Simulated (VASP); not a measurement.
Write the native input for VASP 6.6.1 that does the following.

```yaml
Task: single point
Functional: PBE
Potentials_or_basis: VASP PAW PBE potentials, release 64 (Cs_sv, H)
Cutoff: 520 eV
k_mesh: 6 × 6 × 6
Occupations: gaussian, width 0.1 eV
Spin: no spin polarisation
Dipole_correction: no
Further_INCAR_settings: ALGO = Fast; EDIFF = 1e-07; NBANDS = 26
```

The structure of Cs4H lies in POSCAR:

```
Cs4H
1.0
    0.0000000000      6.9796167316      6.9796167316
    6.9796167316      0.0000000000      6.9796167316
    6.9796167316      6.9796167316      0.0000000000
Cs H
4 1
Direct
    0.6260857608      0.1217427175      0.6260857608
    0.6260857608      0.6260857608      0.6260857608
    0.1217427175      0.6260857608      0.6260857608
    0.6260857608      0.6260857608      0.1217427175
    0.0000000000      0.0000000000      0.0000000000
```

The cell was generated, and may not be a known phase.

One way to write it, as run:

INCAR

```
SYSTEM = Cs4H
PREC     = Accurate       ! precision mode
ENCUT    = 520            ! plane-wave cutoff, eV
EDIFF    = 1E-7           ! SCF threshold, eV
ISMEAR   = 0              ! smearing method
SIGMA    = 0.1            ! smearing width, eV
LREAL    = .FALSE.        ! projectors in reciprocal space
LASPH    = .TRUE.         ! aspherical terms in the spheres
NELM     = 60             ! most SCF steps
ALGO     = Fast           ! electronic algorithm
ISIF     = 2              ! what is computed and relaxed
LWAVE    = .FALSE.        ! write WAVECAR
LCHARG   = .FALSE.        ! write CHGCAR
GGA      = PE             ! functional
NBANDS   = 26             ! bands
```

KPOINTS

```
regular mesh
0
G
  6 6 6
  0 0 0
```

Potentials or basis: VASP PAW PBE potentials, release 64 (Cs_sv, H).

Launch:

```sh
$ cat potpaw_PBE.64/Cs_sv/POTCAR potpaw_PBE.64/H/POTCAR > POTCAR
$ mpirun -np 1 vasp_std > vasp.out
```

Results of the run:

```
Pressure               : 0.0 GPa
Band gap on the k mesh : zero (an odd number of electrons rules out a gap without spin polarisation)
```

Caveat: spin-orbit coupling is left out, which moves the levels of the heavy elements.

Wall time 18 min on 1 thread of Oxide Virtual Turin-like Processor, with other jobs on the host, peak memory 1 GiB.
